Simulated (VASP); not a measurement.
Write the native input for VASP 6.6.1 that does the following.

```yaml
Task: relaxation of cell and atoms
Functional: PBE
Potentials_or_basis: VASP PAW PBE potentials, release 64 (Ca_sv, Ge_d, N)
Cutoff: 600 eV
k_mesh: 3 × 3 × 3
Occupations: gaussian, width 0.15 eV
Spin: no spin polarisation
Dipole_correction: no
Further_INCAR_settings: ALGO = Normal; EDIFF = 1e-06; IBRION = 2; EDIFFG = -0.08; NSW = 36; ISIF = 3
```

The structure of Ca5GeN2 lies in POSCAR:

```
Ca5GeN2
1.0
    2.3500000000     -6.9250000000      0.0000000000
    2.3500000000      6.9250000000      0.0000000000
    0.0000000000      0.0000000000      4.7000000000
Ca Ge N
5 1 2
Direct
    0.3350000000      0.6650000000      0.0000000000
    0.6650000000      0.3350000000      0.0000000000
    0.1650000000      0.8350000000      0.5000000000
    0.8350000000      0.1650000000      0.5000000000
    0.0000000000      0.0000000000      0.0000000000
    0.5000000000      0.5000000000      0.5000000000
    0.1700000000      0.8300000000      0.0000000000
    0.8300000000      0.1700000000      0.0000000000
```

This cell differs from its parent crystal: built by hand: Ca3GeN/Ca2N shear intergrowth (Cmmm, No. 65).

These files were run (other wordings do the same):

INCAR

```
SYSTEM = Ca5GeN2
PREC     = Accurate       ! precision mode
ENCUT    = 600            ! plane-wave cutoff, eV
EDIFF    = 1E-6           ! SCF threshold, eV
ISMEAR   = 0              ! smearing method
SIGMA    = 0.15           ! smearing width, eV
LREAL    = .False.        ! projectors in reciprocal space
LASPH    = .True.         ! aspherical terms in the spheres
NELM     = 60             ! most SCF steps
ALGO     = Normal         ! electronic algorithm
ISIF     = 3              ! what is computed and relaxed
LWAVE    = .False.        ! write WAVECAR
LCHARG   = .False.        ! write CHGCAR
GGA      = PE             ! functional
IBRION   = 2              ! ionic algorithm
NSW      = 36             ! ionic steps
EDIFFG   = -0.08          ! ionic threshold
```

KPOINTS

```
regular mesh
0
Gamma
  3 3 3
  0 0 0
```

Potentials or basis: VASP PAW PBE potentials, release 64 (Ca_sv, Ge_d, N).

Run with:

```sh
$ cat potpaw_PBE.64/Ca_sv/POTCAR potpaw_PBE.64/Ge_d/POTCAR potpaw_PBE.64/N/POTCAR > POTCAR
$ mpirun -np 1 vasp_std > vasp.out
```

It gave:

```json
{
  "Relaxed volume": "22.14 Å³/atom",
  "Relaxed cell": "a = 7.760 Å, b = 7.760 Å, c = 4.896 Å, α = 90.00°, β = 90.00°, γ = 143.08°",
  "Space group after relaxing (to 0.1 Å)": "Cmmm (No. 65)",
  "Energy gained by relaxing": "137.0 meV/atom",
  "Ionic steps": "10",
  "Pressure after relaxing": "-0.2 GPa",
  "Largest force after relaxing": "0.042 eV/Å",
  "Band gap on the k mesh": "zero (bands 37 and 38 overlap by 0.11 eV)"
}
```

Caveat: the k points lie up to 0.45 Å⁻¹ apart in the final cell; the cell differs from its parent crystal (built by hand: Ca3GeN/Ca2N shear intergrowth (Cmmm, No. 65)); the volume moved by over 15 % at a fixed basis, so the end points are rough; the relaxation stopped at a loose force limit of 0.08 eV/Å, so its end isn't a converged minimum.

Wall time 9.2 min on 1 thread of AMD EPYC 9R45 96-Core Processor (Zen 5), with other jobs on the host, peak memory 0.41 GiB.
